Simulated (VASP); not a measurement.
## ZnSe (km): single point with PBEsol

ZnSe (km):

```xyz
2
Lattice="0.0000 2.8167 2.8167 2.8167 0.0000 2.8167 2.8167 2.8167 0.0000" Properties=species:S:1:pos:R:3 pbc="T T T"
Zn    0.0000    0.0000    0.0000
Se    1.4084    1.4084    1.4084
```

```json
{
 "Program": "VASP 6.6.1",
 "Task": "single point",
 "Functional": "PBEsol",
 "Potentials or basis": "VASP PAW PBE potentials, release 64 (Zn, Se)",
 "Cutoff": "500 eV",
 "k mesh": "4 × 4 × 4",
 "Occupations": "gaussian, width 0.02 eV",
 "Spin": "no spin polarisation"
}
```

The pressure is 0.6 GPa and the band gap on the k mesh is 1.23 eV, direct.

Levels at points of the mesh, in eV from the valence-band top:
```csv
k point,band 6,band 7,band 8,band 9,band 10,band 11,band 12,band 13
"(0.00, 0.00, 0.00)",-6.27,0.00,0.00,0.00,1.23,5.70,5.70,5.70
"(0.50, 0.00, 0.00)",-6.10,-5.42,-0.91,-0.91,2.46,6.28,6.28,8.44
"(0.50, 0.50, 0.00)",-6.08,-4.89,-2.28,-2.28,2.77,3.35,10.74,11.28
```

It took 9.6 s on 1 thread of Intel Xeon 8259CL, with other jobs on the host, peak memory 0.16 GiB.

Caveat: the k points lie up to 0.48 Å⁻¹ apart; the PAW data sets were made with another functional, which shifts forces and pressure a little. As with any semilocal functional, this PBEsol gap is likely too small.
